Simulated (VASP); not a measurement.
Write the native input for VASP 6.6.1 that does the following.

| Quantity | Value |
| --- | --- |
| Task | single point |
| Functional | PBEsol |
| Potentials or basis | VASP PAW PBE potentials, release 64 (Sn_d, Se) |
| Cutoff | 520 eV |
| k mesh | 12 × 12 × 6 |
| Occupations | gaussian, width 0.05 eV |
| Spin | no spin polarisation |
| Dipole correction | no |
| Further INCAR settings | ALGO = Normal; EDIFF = 1e-06; NBANDS = 20 |

The structure of SnSe2 lies in POSCAR:

```
SnSe2
1.0
    4.0480589767      0.0000000000      0.0000000000
   -2.0240294884      3.1088477313      0.0000000000
    0.0000000000      0.0000000000      6.1455711062
Sn Se
1 2
Direct
    0.0000000000      0.0000000000      0.0000000000
    0.3333333333      0.6666666667      0.2580716066
    0.6666666667      0.3333333333      0.7419283934
```

This cell differs from its parent crystal: strain +0.0600 x Voigt [1, -1, 0, 0, 0, 0].

The input as run:

INCAR

```
  PREC = Accurate
  ENCUT = 520
  EDIFF = 1E-6
  ISMEAR = 0
  SIGMA = 0.05
  LREAL = F
  LASPH = T
  NELM = 80
  ALGO = Normal
  ISIF = 2
  LWAVE = F
  LCHARG = F
  GGA = PS
  NBANDS = 20
```

KPOINTS

```
regular mesh
0
Gamma
  12 12 6
```

Potentials or basis: VASP PAW PBE potentials, release 64 (Sn_d, Se).

Launch:

```bash
$ cat potpaw_PBE.64/Sn_d/POTCAR potpaw_PBE.64/Se/POTCAR > POTCAR
$ mpirun -np 1 vasp_std > vasp.out
```

It gave:

```json
{
  "Pressure": "0.8 GPa",
  "Largest force": "0.173 eV/Å",
  "Band gap on the k mesh": "zero (bands 13 and 14 overlap by 0.05 eV)"
}
```

Caveat: the cell differs from its parent crystal (strain +0.0600 x Voigt [1, -1, 0, 0, 0, 0]); the stress differs along the axes, from -3 to 5 GPa; semilocal functionals underestimate gaps, and a narrow one can read as zero; the PAW data sets were made with another functional, which shifts forces and pressure a little; spin-orbit coupling is left out, which moves the levels of the heavy elements; this functional lacks dispersion, which binds layers or chains, so the pressure and a relaxed spacing across them are unreliable.

It took 7.8 min on 1 thread of Intel Xeon 8259CL (shared host), peak memory 0.47 GiB.
